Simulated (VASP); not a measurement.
Write the native input for VASP 6.6.1 that does the following.

```
Task                   : relaxation of cell and atoms
Functional             : PBE
Potentials or basis    : VASP PAW PBE potentials, release 64 (Ge_d, Sb, Te)
Cutoff                 : 600 eV
k mesh                 : 10 × 10 × 4
Occupations            : gaussian, width 0.1 eV
Spin                   : no spin polarisation
Dipole correction      : no
Further INCAR settings : ALGO = Normal; EDIFF = 1e-06; IBRION = 2; EDIFFG = -0.01; NSW = 100; ISIF = 3
```

The structure of GeSbTe3 lies in POSCAR:

```
GeSbTe3
1.0
    4.0557199422      0.0000000000      0.0000000000
    0.0000000000      4.3129456043      0.0000000000
    0.0000000000      0.0000000000      8.8575122237
Ge Sb Te
1 1 3
Direct
    0.0000000000      0.5000000000      0.0000000000
    0.5000000000      0.0000000000      0.0000000000
    0.5000000000      0.0000000000      0.3319398003
    0.5000000000      0.0000000000      0.6680601997
    0.0000000000      0.5000000000      0.5000000000
```

One way to write it, as run:

INCAR

```
SYSTEM = GeSbTe3
PREC     = Accurate       ! precision mode
ENCUT    = 600            ! plane-wave cutoff, eV
EDIFF    = 1E-6           ! SCF threshold, eV
ISMEAR   = 0              ! smearing method
SIGMA    = 0.1            ! smearing width, eV
LREAL    = .FALSE.        ! projectors in reciprocal space
LASPH    = .TRUE.         ! aspherical terms in the spheres
NELM     = 100            ! most SCF steps
ALGO     = Normal         ! electronic algorithm
ISIF     = 3              ! what is computed and relaxed
LWAVE    = .FALSE.        ! write WAVECAR
LCHARG   = .FALSE.        ! write CHGCAR
GGA      = PE             ! functional
IBRION   = 2              ! ionic algorithm
NSW      = 100            ! ionic steps
EDIFFG   = -0.01          ! ionic threshold
```

KPOINTS

```
regular mesh
0
G
  10 10 4
  0 0 0
```

Potentials or basis: VASP PAW PBE potentials, release 64 (Ge_d, Sb, Te).

Launch:

```bash
$ cat potpaw_PBE.64/Ge_d/POTCAR potpaw_PBE.64/Sb/POTCAR potpaw_PBE.64/Te/POTCAR > POTCAR
$ mpirun -np 1 vasp_std > vasp.out
```

It gave:

* Relaxed volume: 30.84 Å³/atom
* Relaxed cell: a = 4.112 Å, b = 4.114 Å, c = 9.114 Å, α = 90.00°, β = 90.00°, γ = 90.00°
* Space group after relaxing (to 0.05 Å): P4/mmm (No. 123)
* Energy gained by relaxing: 19.7 meV/atom
* Ionic steps: 15
* Pressure after relaxing: 0.0 GPa
* Largest force after relaxing: 0.010 eV/Å

Run time: 21 min on 1 thread of Intel(R) Xeon(R) 6975P-C (Granite Rapids), with other jobs on the host, peak memory 0.67 GiB.
